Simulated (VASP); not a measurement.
# GaP (I-4m2) in VASP: a series of runs

GaP is run at these levels: PBE; tasks: single point.

Everything below comes from runs of VASP 6.6.1. Logs are shortened: lines on timing, memory, paths and dates and some standing lists are left out, and cuts for length are marked.

## 1. The cell of the first run

It takes space group I-4m2 (No. 119, tetragonal). The conventional cell has a = 3.990 Å, b = 3.990 Å, c = 5.230 Å, α = 90.00°, β = 90.00°, γ = 90.00°. Within 3.2 Å of Ga (site symmetry -4m2) lie 4 P at 2.39 Å. P (site symmetry -4m2) has 4 Ga at 2.39 Å within 3.2 Å.

## 2. Single point, PBE (strain +0.025 along x and y, -0.050 along z)

INCAR reads:

```
PREC = Accurate ; ENCUT = 520
EDIFF = 1E-6 ; ISMEAR = 0
SIGMA = 0.05 ; LREAL = False
LASPH = True ; NELM = 80
ALGO = Normal ; ISIF = 2
LWAVE = False ; LCHARG = False
GGA = PE ; NBANDS = 16
```

KPOINTS reads:

```
Automatic mesh
0
Gamma
  8 8 8
```

POSCAR reads:

```
GaP
1.0
    0.0000000000      2.8213502327      2.6149099718
    2.8213502327      0.0000000000      2.6149099718
    2.8213502327      2.8213502327      0.0000000000
Ga P
1 1
Direct
    0.0000000000      0.0000000000      0.0000000000
    0.7500000000      0.7500000000      0.7500000000
```

Potentials or basis: VASP PAW PBE potentials, release 64 (Ga_d, P).

Launch:

```
$ cat potpaw_PBE.64/Ga_d/POTCAR potpaw_PBE.64/P/POTCAR > POTCAR
$ mpirun -np 1 vasp_std > vasp.out
```

OUTCAR:

```text
PREC = Accurate
   ENCUT = 520
   EDIFF = 1E-6
   ISMEAR = 0
   LREAL = False
   LASPH = True
   NELM = 80
   ISIF = 2
   GGA = PE

 ion  position               nearest neighbor table
   1  0.000  0.000  0.000-   2 2.39   2 2.39   2 2.39   2 2.39
   2  0.750  0.750  0.750-   1 2.39   1 2.39   1 2.39   1 2.39

  LATTYP: Found a body centered tetragonal cell.
 ALAT       =     3.9899917633
 C/A-ratio  =     1.3107345212

  Lattice vectors:

 A1 = (   0.0000000000,  -2.8213502327,  -2.6149099718)
 A2 = (   0.0000000000,   2.8213502327,  -2.6149099718)
 A3 = (   2.8213502327,   0.0000000000,   2.6149099718)

Analysis of symmetry for initial positions (statically):
=====================================================================
 Subroutine PRICEL returns:
 Original cell was already a primitive cell.

 Routine SETGRP: Setting up the symmetry group for a
 body centered tetragonal supercell.

 Subroutine GETGRP returns: Found  8 space group operations
 (whereof  8 operations were pure point group operations)
 out of a pool of 16 trial point group operations.

The static configuration has the point symmetry D_2d.

Analysis of symmetry for dynamics (positions and initial velocities):
=====================================================================
 Subroutine PRICEL returns:
 Original cell was already a primitive cell.

 Routine SETGRP: Setting up the symmetry group for a
 body centered tetragonal supercell.

 Subroutine GETGRP returns: Found  8 space group operations
 (whereof  8 operations were pure point group operations)
 out of a pool of 16 trial point group operations.

The dynamic configuration has the point symmetry D_2d.

 Subroutine INISYM returns: Found  8 space group operations
 (whereof  8 operations are pure point group operations),
 and found     1 'primitive' translations

----------------------------------------------------------------------------------------

                                     Primitive cell

  volume of cell :      41.6295

  direct lattice vectors                    reciprocal lattice vectors
     0.000000000  2.821350233  2.614909972    -0.177220111  0.177220111  0.191211172
     2.821350233  0.000000000  2.614909972     0.177220111 -0.177220111  0.191211172
     2.821350233  2.821350233  0.000000000     0.177220111  0.177220111 -0.191211172

  length of vectors
     3.846787139  3.846787139  3.989991763     0.315239032  0.315239032  0.315239032

  position of ions in fractional coordinates (direct lattice)
     0.000000000  0.000000000  0.000000000
     0.750000000  0.750000000  0.750000000

  ion indices of the primitive-cell ions
   primitive index   ion index
                 1           1
                 2           2

----------------------------------------------------------------------------------------

 KPOINTS: Automatic mesh

Automatic generation of k-mesh.
 Grid dimensions read from file:
 generate k-points for:    8    8    8

 Generating k-lattice:

  Cartesian coordinates                     Fractional coordinates (reciprocal lattice)
    -0.022152514  0.022152514  0.023901396     0.125000000 -0.000000000  0.000000000
     0.022152514 -0.022152514  0.023901396    -0.000000000  0.125000000  0.000000000
     0.022152514  0.022152514 -0.023901396     0.000000000  0.000000000  0.125000000

  Length of vectors
     0.039404879  0.039404879  0.039404879

  Shift w.r.t. Gamma in fractional coordinates (k-lattice)
     0.000000000  0.000000000  0.000000000

 Subroutine IBZKPT returns following result:
 ===========================================

 Found     59 irreducible k-points:

 Following reciprocal coordinates:
            Coordinates               Weight
  0.000000  0.000000  0.000000      1.000000
  0.125000  0.000000  0.000000      8.000000
  0.250000  0.000000  0.000000      8.000000
  0.375000 -0.000000  0.000000      8.000000
  0.500000  0.000000  0.000000      4.000000
  0.125000  0.125000  0.000000      2.000000
[... 16 lines left out ...]
  0.250000 -0.000000  0.125000     16.000000
  0.375000 -0.000000  0.125000     16.000000
 [... further k-points ...]
   k-points           NKPTS =     59   k-points in BZ     NKDIM =     59   number of bands    NBANDS=     16
   number of dos      NEDOS =    301   number of ions     NIONS =      2
   total plane-waves  NPLWV =  27000
   dimension x,y,z NGX =    30 NGY =   30 NGZ =   30
   dimension x,y,z NGXF=    60 NGYF=   60 NGZF=   60
   ions per type =               1   1
   NGX,Y,Z   is equivalent  to a cutoff of  12.97, 12.97, 12.50 a.u.
   NGXF,Y,Z  is equivalent  to a cutoff of  25.93, 25.93, 25.00 a.u.
 SYSTEM =  unknown system
   PREC   = accura    normal or accurate (medium, high low for compatibility)
   ISTART =      0    job   : 0-new  1-cont  2-samecut
   ICHARG =      2    charge: 1-file 2-atom 10-const
   ISPIN  =      1    spin polarized calculation?
   LNONCOLLINEAR =      F non collinear calculations
   LSORBIT =      F    spin-orbit coupling
   LASPH  =      T    aspherical Exc in radial PAW
   ENCUT  =  520.0 eV  38.22 Ry    6.18 a.u.   7.15  7.15  7.42*2*pi/ulx,y,z
   NELM   =     80;   NELMIN=  2; NELMDL= -5     # of ELM steps
   EDIFF  = 0.1E-05   stopping-criterion for ELM
   LREAL  =      F    real-space projection
   EDIFFG = 0.1E-04   stopping-criterion for IOM
   NSW    =      0    number of steps for IOM
   IBRION =     -1    ionic relax: 0-MD 1-quasi-New 2-CG
   NFREE  =      0    steps in history (QN), initial steepest desc. (CG)
   ISIF   =      2    stress and relaxation
   ISYM   =      2    0-nonsym 1-usesym 2-fastsym
   POTIM  = 0.5000    time-step for ionic-motion
   TEBEG  =    0.0;   TEEND  =   0.0 temperature during run
   PSTRESS=    0.0 pullay stress
   NELECT =      18.0000    total number of electrons
   NUPDOWN=      -1.0000    fix difference up-down
   EMIN   =  10.00;   EMAX   =-10.00  energy-range for DOS
   EFERMI =   0.00;   METHOD = LEGACY
   ISMEAR =     0;   SIGMA  =   0.05  broadening in eV -4-tet -1-fermi 0-gaus
   EFERMI_NEDOS =   21; number of points for ismear=-14 and -15
   IALGO  =     38    algorithm
   IMIX   =      4    mixing-type and parameters
     AMIX     =   0.40;   BMIX     =  1.00
     AMIX_MAG =   1.60;   BMIX_MAG =  1.00
  volume/ion in A,a.u.               =      20.81       140.46
  Fermi-wavevector in a.u.,A,eV,Ry     =   1.237938  2.339363 20.850785  1.532489
  Thomas-Fermi vector in A             =   2.372484
   LORBIT       =      0    0 simple, 1 ext, 2 COOP (PROOUT), +10 PAW based schemes
   GGA     = PE    functional components
   LHFCALC =     F    Hartree Fock is set to
   AEXX    =    0.0000 exact exchange contribution
   IVDW    =     0    specifies the selected vdW correction
   LEPSILON=     F    determine dielectric tensor
   LRPA    =     F    only Hartree local field effects (RPA)
 non-spin polarized calculation
 Gauss-broadening in eV      SIGMA  =   0.05
  energy-cutoff  :      520.00
  volume of cell :       41.63
 maximum number of plane-waves:      1137
 NGX is ok and might be reduce to    30
   NGX = 15   NGY = 15   NGZ = 15

 number of electron      17.9999997 magnetization

 Free energy of the ion-electron system (eV)
  ---------------------------------------------------
  ext. energy  EPLUGINS =         0.00000000
  ---------------------------------------------------
  free energy    TOTEN  =        -9.09222643 eV

  energy without entropy =       -9.09222643  energy(sigma->0) =       -9.09222643

 E-fermi :   4.9019     XC(G=0):  -9.7130

 val. band max:        4.6163473921   @ k =   0.0000   0.0000   0.0000
 cond. band min:       5.6044391187   @ k =   0.3750   0.3750   0.0000
 fundamental gap:      0.9880917266
 Fermi energy:         4.9018869760

 k-point     1 :       0.0000    0.0000    0.0000
  band No.  band energies     occupation
      1     -10.1466      2.00000
      2     -10.1466      2.00000
      3     -10.1247      2.00000
      4     -10.0579      2.00000
      5     -10.0428      2.00000
      6      -7.9014      2.00000
[... 8 lines left out ...]
     15      13.4688      0.00000
     16      14.6541      0.00000

 k-point     2 :       0.1250    0.0000    0.0000
  band No.  band energies     occupation
      1     -10.1542      2.00000
      2     -10.1422      2.00000
      3     -10.1249      2.00000
      4     -10.0583      2.00000
      5     -10.0422      2.00000
      6      -7.7065      2.00000
[... 8 lines left out ...]
     15      13.6495      0.00000
     16      14.1675      0.00000

 k-point     3 :       0.2500    0.0000    0.0000
  band No.  band energies     occupation
      1     -10.1781      2.00000
      2     -10.1329      2.00000
      3     -10.1189      2.00000
      4     -10.0584      2.00000
      5     -10.0391      2.00000
      6      -7.1540      2.00000
[... 8 lines left out ...]
     15      13.3122      0.00000
     16      14.5375      0.00000

 k-point     4 :       0.3750   -0.0000    0.0000
  band No.  band energies     occupation
      1     -10.2019      2.00000
      2     -10.1259      2.00000
      3     -10.1129      2.00000
      4     -10.0565      2.00000
      5     -10.0337      2.00000
      6      -6.3873      2.00000
[... 8 lines left out ...]
     15      14.6788      0.00000
     16      14.7350      0.00000
[... 324 lines left out ...]
 k-point    22 :       0.1250    0.0000    0.1250
  band No.  band energies     occupation
      1     -10.1650      2.00000
      2     -10.1373      2.00000
      3     -10.1181      2.00000
      4     -10.0574      2.00000
      5     -10.0434      2.00000
      6      -7.6534      2.00000
[... 8 lines left out ...]
     15      14.0870      0.00000
     16      14.5900      0.00000

 k-point    23 :       0.2500   -0.0000    0.1250
  band No.  band energies     occupation
      1     -10.1835      2.00000
      2     -10.1281      2.00000
      3     -10.1126      2.00000
      4     -10.0580      2.00000
      5     -10.0423      2.00000
      6      -7.2286      2.00000
[... 8 lines left out ...]
     15      14.2802      0.00000
     16      15.5142      0.00000

 k-point    24 :       0.3750   -0.0000    0.1250
  band No.  band energies     occupation
      1     -10.2022      2.00000
      2     -10.1217      2.00000
      3     -10.1081      2.00000
      4     -10.0570      2.00000
      5     -10.0385      2.00000
      6      -6.5200      2.00000
[... 8 lines left out ...]
     15      14.7571      0.00000
     16      15.5751      0.00000

 [... further k-points ...]
[... 5 lines left out ...]
  --------------------------------------------------------------------------------------
  -------------------------------------------------------------------------------------
  Total       -0.4153911     -0.4153911      0.8373826      0.0000000      0.0000000      0.0000000
  in kB      -15.9870005    -15.9870005     32.2280310      0.0000000      0.0000000      0.0000000
  external PRESSURE =       0.0846767 kB  Pullay stress =       0.0000000 kB

 VOLUME and BASIS-vectors are now :
 -----------------------------------------------------------------------------
  energy-cutoff  :      520.00
  volume of cell :       41.63
      direct lattice vectors                 reciprocal lattice vectors
     0.000000000  2.821350233  2.614909972    -0.177220111  0.177220111  0.191211172
     2.821350233  0.000000000  2.614909972     0.177220111 -0.177220111  0.191211172
     2.821350233  2.821350233  0.000000000     0.177220111  0.177220111 -0.191211172

 POSITION                                       TOTAL-FORCE (eV/Angst)
 -----------------------------------------------------------------------------------
      0.00000      0.00000      0.00000        -0.000000     -0.000000     -0.000000
      4.23203      4.23203      3.92236         0.000000      0.000000      0.000000
 -----------------------------------------------------------------------------------
    total drift:                               -0.000002     -0.000002     -0.000002

  FREE ENERGIE OF THE ION-ELECTRON SYSTEM (eV)
  ---------------------------------------------------
  free  energy   TOTEN  =        -9.0922264317 eV

  energy  without entropy=       -9.0922264317  energy(sigma->0) =       -9.09222643
```

Wall time 47 s (1 thread of AMD EPYC 7R43 (Zen 3), shared host); peak memory 0.15 GiB.

What came out:

* Free energy: -9.0922 eV
* Pressure: 0.0 GPa
* Band gap on the k mesh: 0.99 eV, indirect (least direct gap 1.31 eV)

Caveat: the cell differs from its parent crystal (strain +0.025 along x and y, -0.050 along z).

## 3. Single point, PBE (strain +0.025 along x and y, -0.025 along z)

INCAR reads:

```
SYSTEM = GaP
PREC     = Accurate       ! precision mode
ENCUT    = 520            ! plane-wave cutoff, eV
EDIFF    = 1E-6           ! SCF threshold, eV
ISMEAR   = 0              ! smearing method
SIGMA    = 0.05           ! smearing width, eV
LREAL    = .FALSE.        ! projectors in reciprocal space
LASPH    = .TRUE.         ! aspherical terms in the spheres
NELM     = 60             ! most SCF steps
ALGO     = Normal         ! electronic algorithm
ISIF     = 2              ! what is computed and relaxed
LWAVE    = .FALSE.        ! write WAVECAR
LCHARG   = .TRUE.         ! write CHGCAR
GGA      = PE             ! functional
LELF     = .TRUE.         ! ELF
LVHAR    = .TRUE.       
NBANDS   = 16             ! bands
```

KPOINTS reads:

```
regular mesh
0
G
  8 8 8
  0 0 0
```

POSCAR reads:

```
GaP
1.0
    0.0000000000      2.8213502327      2.6837233921
    2.8213502327      0.0000000000      2.6837233921
    2.8213502327      2.8213502327      0.0000000000
Ga P
1 1
Direct
    0.0000000000      0.0000000000      0.0000000000
    0.7500000000      0.7500000000      0.7500000000
```

Potentials or basis: VASP PAW PBE potentials, release 64 (Ga_d, P).

Launch:

```
$ cat potpaw_PBE.64/Ga_d/POTCAR potpaw_PBE.64/P/POTCAR > POTCAR
$ mpirun -np 1 vasp_std > vasp.out
```

It took 54 s on 1 thread of AMD EPYC 7R43 (Zen 3), shared host; peak memory 0.15 GiB.

Results (log left out):

```
Free energy            : -9.1050 eV
Pressure               : -1.8 GPa
Band gap on the k mesh : 1.20 eV, direct
```

Stress tensor (GPa, compression positive):
```
-2.92  0.00  0.00
 0.00 -2.92  0.00
 0.00  0.00  0.40
```

Levels at points of the mesh, in eV from the valence-band top:
| k point | band 5 | band 6 | band 7 | band 8 | band 9 | band 10 | band 11 | band 12 | band 13 | band 14 |
| --- | --- | --- | --- | --- | --- | --- | --- | --- | --- | --- |
| (0.00, 0.00, 0.00) | -14.55 | -12.26 | -0.25 | -0.25 | 0.00 | 1.20 | 3.67 | 3.79 | 3.79 | 8.41 |
| (0.50, 0.00, 0.00) | -14.54 | -10.36 | -6.50 | -1.39 | -1.02 | 1.30 | 4.39 | 4.79 | 8.03 | 10.28 |
| (0.50, 0.50, 0.00) | -14.53 | -9.41 | -6.46 | -2.87 | -2.87 | 1.39 | 1.40 | 10.01 | 10.01 | 10.81 |
| (0.50, 0.00, 0.50) | -14.54 | -9.60 | -6.77 | -2.56 | -2.53 | 1.71 | 1.86 | 9.87 | 9.92 | 10.35 |

Caveat: the cell differs from its parent crystal (strain +0.025 along x and y, -0.025 along z). A k mesh can miss the band edges.

[end of part 1 of 3]
